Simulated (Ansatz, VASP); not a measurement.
## GaP in VASP and in Ansatz

```
CELL_PARAMETERS angstrom
1.91765 1.10716 6.37130
-1.91765 1.10716 6.37130
0.00000 -2.21431 6.37130
ATOMIC_POSITIONS crystal
Ga 0.43579 0.43579 0.43579
Ga 0.56421 0.56421 0.56421
P 0.05763 0.05763 0.05763
P 0.94237 0.94237 0.94237
```

Alike in both runs: functional PBE; dispersion D3(BJ); k mesh 12 × 12 × 12; occupations gaussian, width 0.02 eV; no spin polarisation.

Ansatz relaxed the structure, and its values are those at the end. VASP's run is a single point on that final structure, the one shown.

|  | VASP | Ansatz |
| --- | --- | --- |
| version | VASP 6.6.1 | Ansatz 0.2.0 |
| potentials or method | VASP PAW PBE potentials, release 64 (Ga_d, P), cutoff 520 eV | scalar-relativistic, plane waves, PAW |
| valence electrons in the cell | 36 | 36 |

Ansatz gave:

```
gap on the k mesh at the Fermi level (eV) : 0.77
least direct gap on the mesh (eV)         : 1.25
pressure (GPa)                            : 0.0
rms of the force components (eV/Å)        : 0.001
```

Q: What did VASP give for the same quantities?

A: gap on the k mesh at the Fermi level (eV): 0.78; least direct gap on the mesh (eV): 1.24; pressure (GPa): 0.0; rms of the force components (eV/Å): 0.017.
